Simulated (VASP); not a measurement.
WC: single point with PBEsol

WC:

```
W C
1.0
     0.00000    2.36810    2.01727
     2.36810    0.00000    2.01727
     2.36810    2.36810    0.00000
W C
1 1
Direct
  0.00000 0.00000 0.00000
  0.50000 0.50000 0.50000
```

This cell differs from its parent crystal: strain +0.080 along x and y, -0.080 along z.

| Property | Result |
| --- | --- |
| Program | VASP 6.6.1 |
| Task | single point |
| Functional | PBEsol |
| Potentials or basis | VASP PAW PBE potentials, release 64 (W_sv, C) |
| Cutoff | 520 eV |
| k mesh | 18 × 18 × 18 |
| Occupations | gaussian, width 0.15 eV |
| Spin | no spin polarisation |

```json
{"Pressure": "-12.1 GPa", "Band gap on the k mesh": "zero (bands 9 and 10 overlap by 2.95 eV)"}
```

Stress tensor (GPa, compression positive):
```
-41.24   0.00   0.00
  0.00 -41.24   0.00
  0.00   0.00  46.11
```

Levels at points of the mesh, in eV from the Fermi level:
```csv
k point,band 5,band 6,band 7,band 8,band 9,band 10,band 11,band 12,band 13,band 14
"(0.00, 0.00, 0.00)",-15.15,-2.84,-2.84,-1.67,-1.24,-1.16,-1.06,-1.06,-0.32,7.67
"(0.50, 0.00, 0.00)",-10.74,-9.15,-6.33,-6.30,0.47,1.82,2.72,4.63,6.71,8.28
"(0.50, 0.50, 0.00)",-12.92,-5.26,-3.93,-2.97,-2.97,1.14,1.96,1.96,5.52,7.34
"(0.50, 0.00, 0.50)",-13.20,-5.78,-5.00,-2.02,-1.56,0.06,1.39,2.48,4.28,8.40
```

Run time: 50 s on 1 thread of Intel(R) Xeon(R) 6975P-C (Granite Rapids), on a shared host, peak memory 0.29 GiB.

Caveat: the cell differs from its parent crystal (strain +0.080 along x and y, -0.080 along z); the cell stands under tension; the PAW data sets were made with another functional, which shifts forces and pressure a little; spin-orbit coupling is left out, which moves the levels of the heavy elements.
